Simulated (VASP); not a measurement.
Wanted: the native input for a VASP 6.6.1 run.

* Task: single point
* Functional: HSE06
* Potentials or basis: VASP PAW PBE potentials, release 64 (Pb_d, Se)
* Cutoff: 520 eV
* k mesh: 4 × 4 × 4
* Occupations: gaussian, width 0.5 eV
* Spin: no spin polarisation
* Dipole correction: no
* Grid for exact exchange (PRECFOCK): Normal
* Further INCAR settings: ALGO = Normal; EDIFF = 1e-06; NBANDS = 17
* Screening parameter: 0.2079 1/Å

PbSe (Clausthalite):

```
CELL_PARAMETERS angstrom
0.00000 3.06969 3.06969
3.06969 0.00000 3.06969
3.06969 3.06969 0.00000
ATOMIC_POSITIONS crystal
Pb 0.00000 0.00000 0.00000
Se 0.50000 0.50000 0.50000
```

The input as run:

POSCAR

```
PbSe
1.0
    0.0000000000      3.0696893639      3.0696893639
    3.0696893639      0.0000000000      3.0696893639
    3.0696893639      3.0696893639      0.0000000000
Pb Se
1 1
Direct
    0.0000000000      0.0000000000      0.0000000000
    0.5000000000      0.5000000000      0.5000000000
```

INCAR.step1

```
SYSTEM = PbSe
  PREC = Accurate
  ENCUT = 520
  EDIFF = 1E-5
  ISMEAR = 0
  SIGMA = 0.5
  LREAL = .False.
  LASPH = .True.
  NELM = 80
  ALGO = Normal
  ISIF = 2
  LWAVE = .True.
  NBANDS = 17
  GGA = PE
```

INCAR.step2

```
SYSTEM = PbSe
  PREC = Accurate
  ENCUT = 520
  EDIFF = 1E-6
  ISMEAR = 0
  SIGMA = 0.5
  LREAL = .False.
  LASPH = .True.
  NELM = 80
  ALGO = Normal
  ISIF = 2
  LWAVE = .False.
  LCHARG = .True.
  GGA = PE
  LHFCALC = .True.
  HFSCREEN = 0.2079
  PRECFOCK = Normal
  LELF = .True.
  LVHAR = .True.
  NBANDS = 17
  ISTART = 1
```

KPOINTS

```
Automatic mesh
0
Gamma
  4 4 4
  0 0 0
```

Potentials or basis: VASP PAW PBE potentials, release 64 (Pb_d, Se).

Run with:

```console
$ cat potpaw_PBE.64/Pb_d/POTCAR potpaw_PBE.64/Se/POTCAR > POTCAR
$ cp INCAR.step1 INCAR
$ mpirun -np 1 vasp_std > vasp.out
$ cp INCAR.step2 INCAR
$ mpirun -np 1 vasp_std > vasp.out
```

Results of the run:

- Pressure: 0.5 GPa
- Band gap on the k mesh: 0.72 eV, direct

Caveat: the k points lie up to 0.44 Å⁻¹ apart; the PAW data sets were made with another functional, which shifts forces and pressure a little; spin-orbit coupling is left out, which moves the levels of the heavy elements.

Wall time 16 min on 1 thread of Intel(R) Xeon(R) Platinum 8259CL CPU @ 2.50GHz (Skylake/Cascade Lake), on a shared host, peak memory 0.29 GiB.
